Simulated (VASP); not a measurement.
# AgPt3 in VASP: notebook

The runs below take AgPt3 through single point, with LDA.

Everything below comes from runs of VASP 6.6.1. Logs are shortened: lines on timing, memory, paths and dates and some standing lists are left out, and cuts for length are marked.

## (1) The cell of the first run

Symmetry: P4/mmm, No. 123, tetragonal system. Conventional cell: a = 3.978 Å, b = 3.978 Å, c = 3.900 Å, α = 90.00°, β = 90.00°, γ = 90.00°. Ag (site symmetry 4/mmm) has 12 Pt at 2.79 to 2.81 Å within 3.7 Å. Within 3.7 Å of Pt (site symmetry mmm) lie 4 Ag at 2.79 Å and 8 Pt at 2.79 to 2.81 Å. Pt (site symmetry 4/mmm) has 8 Pt at 2.79 Å and 4 Ag at 2.81 Å within 3.7 Å.

## (2) Single point, LDA (equal xx and yy strain of +2 %)

The input, INCAR:

```
SYSTEM = AgPt3
PREC = Accurate
ENCUT = 520
EDIFF = 1E-6
ISMEAR = -1
SIGMA = 0.08
LREAL = .False.
LASPH = .True.
NELM = 60
ALGO = Normal
ISIF = 2
LWAVE = .False.
LCHARG = .True.
LELF = .True.
LVHAR = .True.
NBANDS = 28
```

The input, KPOINTS:

```
regular mesh
0
Gamma
  9 9 9
  0 0 0
```

The input, POSCAR:

```
AgPt3
1.0
    3.9780000000      0.0000000000      0.0000000000
    0.0000000000      3.9780000000      0.0000000000
    0.0000000000      0.0000000000      3.9000000000
Ag Pt
1 3
Direct
    0.0000000000      0.0000000000      0.0000000000
    0.0000000000      0.5000000000      0.5000000000
    0.5000000000      0.0000000000      0.5000000000
    0.5000000000      0.5000000000      0.0000000000
```

Potentials or basis: VASP PAW LDA potentials, release 64 (Ag, Pt).

Run with:

```sh
$ cat potpaw_LDA.64/Ag/POTCAR potpaw_LDA.64/Pt/POTCAR > POTCAR
$ mpirun -np 1 vasp_std > vasp.out
```

OUTCAR:

```text
SYSTEM = AgPt3
   PREC = Accurate
   ENCUT = 520
   EDIFF = 1E-6
   ISMEAR = -1
   LREAL = .False.
   LASPH = .True.
   NELM = 60
   ISIF = 2

 ion  position               nearest neighbor table
   1  0.000  0.000  0.000-   2 2.79   3 2.79   2 2.79   3 2.79   2 2.79   2 2.79   3 2.79   3 2.79
                             4 2.81   4 2.81   4 2.81   4 2.81
   2  0.000  0.500  0.500-   1 2.79   4 2.79   1 2.79   4 2.79   1 2.79   1 2.79   4 2.79   4 2.79
                             3 2.81   3 2.81   3 2.81   3 2.81
   3  0.500  0.000  0.500-   1 2.79   4 2.79   1 2.79   4 2.79   4 2.79   4 2.79   1 2.79   1 2.79
                             2 2.81   2 2.81   2 2.81   2 2.81
   4  0.500  0.500  0.000-   2 2.79   3 2.79   2 2.79   3 2.79   3 2.79   3 2.79   2 2.79   2 2.79
                             1 2.81   1 2.81   1 2.81   1 2.81

  LATTYP: Found a simple tetragonal cell.
 ALAT       =     3.9780000000
 C/A-ratio  =     0.9803921569

  Lattice vectors:

 A1 = (   3.9780000000,   0.0000000000,   0.0000000000)
 A2 = (   0.0000000000,   3.9780000000,   0.0000000000)
 A3 = (   0.0000000000,   0.0000000000,   3.9000000000)

Analysis of symmetry for initial positions (statically):
=====================================================================
 Subroutine PRICEL returns:
 Original cell was already a primitive cell.

 Routine SETGRP: Setting up the symmetry group for a
 simple tetragonal supercell.

 Subroutine GETGRP returns: Found 16 space group operations
 (whereof 16 operations were pure point group operations)
 out of a pool of 16 trial point group operations.

The static configuration has the point symmetry D_4h.

Analysis of symmetry for dynamics (positions and initial velocities):
=====================================================================
 Subroutine PRICEL returns:
 Original cell was already a primitive cell.

 Routine SETGRP: Setting up the symmetry group for a
 simple tetragonal supercell.

 Subroutine GETGRP returns: Found 16 space group operations
 (whereof 16 operations were pure point group operations)
 out of a pool of 16 trial point group operations.

The dynamic configuration has the point symmetry D_4h.

 Subroutine INISYM returns: Found 16 space group operations
 (whereof 16 operations are pure point group operations),
 and found     1 'primitive' translations

----------------------------------------------------------------------------------------

                                     Primitive cell

  volume of cell :      61.7155
[... 93 lines left out ...]
   EDIFF  = 0.1E-05   stopping-criterion for ELM
   LREAL  =      F    real-space projection
   EDIFFG = 0.1E-04   stopping-criterion for IOM
   NSW    =      0    number of steps for IOM
   IBRION =     -1    ionic relax: 0-MD 1-quasi-New 2-CG
   NFREE  =      0    steps in history (QN), initial steepest desc. (CG)
   ISIF   =      2    stress and relaxation
   ISYM   =      2    0-nonsym 1-usesym 2-fastsym
   POTIM  = 0.5000    time-step for ionic-motion
   TEBEG  =    0.0;   TEEND  =   0.0 temperature during run
   PSTRESS=    0.0 pullay stress
   NELECT =      41.0000    total number of electrons
   NUPDOWN=      -1.0000    fix difference up-down
   EMIN   =  10.00;   EMAX   =-10.00  energy-range for DOS
   EFERMI =   0.00;   METHOD = LEGACY
   ISMEAR =    -1;   SIGMA  =   0.08  broadening in eV -4-tet -1-fermi 0-gaus
   EFERMI_NEDOS =   21; number of points for ismear=-14 and -15
   IALGO  =     38    algorithm
   IMIX   =      4    mixing-type and parameters
     AMIX     =   0.40;   BMIX     =  1.00
     AMIX_MAG =   1.60;   BMIX_MAG =  1.00
  volume/ion in A,a.u.               =      15.43       104.12
  Fermi-wavevector in a.u.,A,eV,Ry     =   1.428471  2.699419 27.763084  2.040529
  Thomas-Fermi vector in A             =   2.548529
   LORBIT       =      0    0 simple, 1 ext, 2 COOP (PROOUT), +10 PAW based schemes
   GGA     = CA    functional components
   LHFCALC =     F    Hartree Fock is set to
   AEXX    =    0.0000 exact exchange contribution
   IVDW    =     0    specifies the selected vdW correction
   LEPSILON=     F    determine dielectric tensor
   LRPA    =     F    only Hartree local field effects (RPA)
 non-spin polarized calculation
  energy-cutoff  :      520.00
  volume of cell :       61.72
 maximum number of plane-waves:      1699
 NGX is ok and might be reduce to    30
   NGX = 15   NGY = 15   NGZ = 15

 number of electron      41.0000007 magnetization

 Free energy of the ion-electron system (eV)
  ---------------------------------------------------
  ext. energy  EPLUGINS =         0.00000000
  ---------------------------------------------------
  free energy    TOTEN  =       -26.21233307 eV

  energy without entropy =      -26.13771202  energy(sigma->0) =      -26.17502255

 E-fermi :  10.1319     XC(G=0): -13.4615

 val. band max:       10.1318088116   @ k =   0.4444   0.2222   0.1111
 cond. band min:      10.1574803133   @ k =   0.4444   0.1111   0.2222
 fundamental gap:      0.0256715016
 Fermi energy:        10.1319367711

 k-point     1 :       0.0000    0.0000    0.0000
  band No.  band energies     occupation
      1       0.7437      2.00000
      2       3.4590      2.00000
      3       3.4755      2.00000
      4       3.6635      2.00000
      5       3.8705      2.00000
      6       3.8732      2.00000
[... 733 lines left out ...]
     27      20.5607      0.00000
     28      20.6609      0.00000

 [... further k-points ...]

------------------------ aborting loop because EDIFF is reached ----------------------------------------

  FORCE on cell =-STRESS in cart. coord.  units (eV):
  Direction    XX          YY          ZZ          XY          YZ          ZX
  --------------------------------------------------------------------------------------
  -------------------------------------------------------------------------------------
  Total       -2.8710604     -2.8710604     -2.1899780      0.0000000      0.0000000      0.0000000
  in kB      -74.5347421    -74.5347421    -56.8533638      0.0000000      0.0000000      0.0000000
  external PRESSURE =     -68.6409493 kB  Pullay stress =       0.0000000 kB

 VOLUME and BASIS-vectors are now :
 -----------------------------------------------------------------------------
  energy-cutoff  :      520.00
  volume of cell :       61.72
      direct lattice vectors                 reciprocal lattice vectors
     3.978000000  0.000000000  0.000000000     0.251382604  0.000000000  0.000000000
     0.000000000  3.978000000  0.000000000     0.000000000  0.251382604  0.000000000
     0.000000000  0.000000000  3.900000000     0.000000000  0.000000000  0.256410256

 POSITION                                       TOTAL-FORCE (eV/Angst)
 -----------------------------------------------------------------------------------
      0.00000      0.00000      0.00000         0.000000      0.000000      0.000000
      0.00000      1.98900      1.95000         0.000000      0.000000      0.000000
      1.98900      0.00000      1.95000         0.000000      0.000000      0.000000
      1.98900      1.98900      0.00000         0.000000      0.000000      0.000000
 -----------------------------------------------------------------------------------
    total drift:                                0.000000      0.000000     -0.000000

  FREE ENERGIE OF THE ION-ELECTRON SYSTEM (eV)
  ---------------------------------------------------
  free  energy   TOTEN  =       -26.2123330747 eV

  energy  without entropy=      -26.1377120217  energy(sigma->0) =      -26.17502255
```

OSZICAR:

```text
N       E                     dE             d eps       ncg     rms          rms(c)
DAV:   1     0.258291283143E+03    0.25829E+03   -0.20594E+04  4224   0.140E+03
DAV:   2    -0.198064988310E+02   -0.27810E+03   -0.26696E+03  4652   0.323E+02
DAV:   3    -0.277526513384E+02   -0.79462E+01   -0.78196E+01  4684   0.552E+01
DAV:   4    -0.278133124015E+02   -0.60661E-01   -0.60631E-01  4516   0.488E+00
DAV:   5    -0.278139005041E+02   -0.58810E-03   -0.58810E-03  4548   0.529E-01    0.217E+01
DAV:   6    -0.263502917440E+02    0.14636E+01   -0.32900E+00  4404   0.161E+01    0.118E+01
DAV:   7    -0.262407053361E+02    0.10959E+00   -0.46073E-01  4472   0.615E+00    0.449E+00
DAV:   8    -0.262179595711E+02    0.22746E-01   -0.92746E-02  4396   0.497E+00    0.198E+00
DAV:   9    -0.262124585024E+02    0.55011E-02   -0.17578E-02  4388   0.166E+00    0.163E-01
DAV:  10    -0.262123376875E+02    0.12081E-03   -0.90670E-04  4448   0.395E-01    0.850E-02
DAV:  11    -0.262123339277E+02    0.37598E-05   -0.14097E-04  4444   0.147E-01    0.163E-02
DAV:  12    -0.262123330747E+02    0.85297E-06   -0.61932E-06  4520   0.227E-02
   1 F= -.26212333E+02 E0= -.26175023E+02  d E =-.746211E-01
```

stdout:

```text
POSCAR found type information on POSCAR AgPt
 POSCAR found :  2 types and       4 ions
 scaLAPACK will be used
 LDA part: xc-table for (Slater(with rela. corr.)+CA(PZ))
 , standard interpolation
 POSCAR, INCAR and KPOINTS ok, starting setup
 FFT: planning ... GRIDC
 FFT: planning ... GRID_SOFT
 FFT: planning ... GRID
 WAVECAR not read
 entering main loop
```

Run time: 51 s. Hardware: 1 thread of Intel Xeon 6975P-C (Granite Rapids), shared host; peak memory 0.23 GiB.

Results:

```
Free energy            : -26.2123 eV
Pressure               : -6.9 GPa
Band gap on the k mesh : zero (an odd number of electrons rules out a gap without spin polarisation)
```

Caveat: the cell differs from its parent crystal (equal xx and yy strain of +2 %); the cell stands under tension; spin-orbit coupling is left out, which moves the levels of the heavy elements.

## (3) Single point, LDA (equal xy, yz and zx shear strains of -2 %)

The input, INCAR:

```
  ALGO = Normal
  EDIFF = 1E-6
  ENCUT = 520
  ISIF = 2
  ISMEAR = -1
  LASPH = True
  LCHARG = False
  LREAL = False
  LWAVE = False
  NBANDS = 28
  NELM = 100
  PREC = Accurate
  SIGMA = 0.08
```

The input, KPOINTS:

```
k-points
0
Gamma
  9 9 9
```

The input, POSCAR:

```
AgPt3
1.0
    3.9000000000     -0.0390000000     -0.0390000000
   -0.0390000000      3.9000000000     -0.0390000000
   -0.0390000000     -0.0390000000      3.9000000000
Ag Pt
1 3
Direct
    0.0000000000      0.0000000000      0.0000000000
    0.0000000000      0.5000000000      0.5000000000
    0.5000000000      0.0000000000      0.5000000000
    0.5000000000      0.5000000000      0.0000000000
```

Potentials or basis: VASP PAW LDA potentials, release 64 (Ag, Pt).

Run with:

```sh
$ cat potpaw_LDA.64/Ag/POTCAR potpaw_LDA.64/Pt/POTCAR > POTCAR
$ mpirun -np 1 vasp_std > vasp.out
```

It took 57 s on 1 thread of Intel Xeon 6975P-C (Granite Rapids), shared host; peak memory 0.23 GiB.

The run converged. Its results:

* Free energy: -26.2231 eV
* Pressure: 3.2 GPa
* Band gap on the k mesh: zero (an odd number of electrons rules out a gap without spin polarisation)

Stress tensor (GPa, compression positive):
```
3.22 2.20 2.20
2.20 3.22 2.20
2.20 2.20 3.22
```

Levels at points of the mesh, in eV from the Fermi level:
```
           k point  band 18  band 19  band 20  band 21  band 22  band 23
(0.00, 0.00, 0.00)     0.31     0.76     0.76     0.81     1.94     1.96
```

Caveat: the cell differs from its parent crystal (equal xy, yz and zx shear strains of -2 %); the cell stands under pressure; spin-orbit coupling is left out, which moves the levels of the heavy elements.

The gap in the log of VASP goes by the Fermi energy; the results here count the filled bands.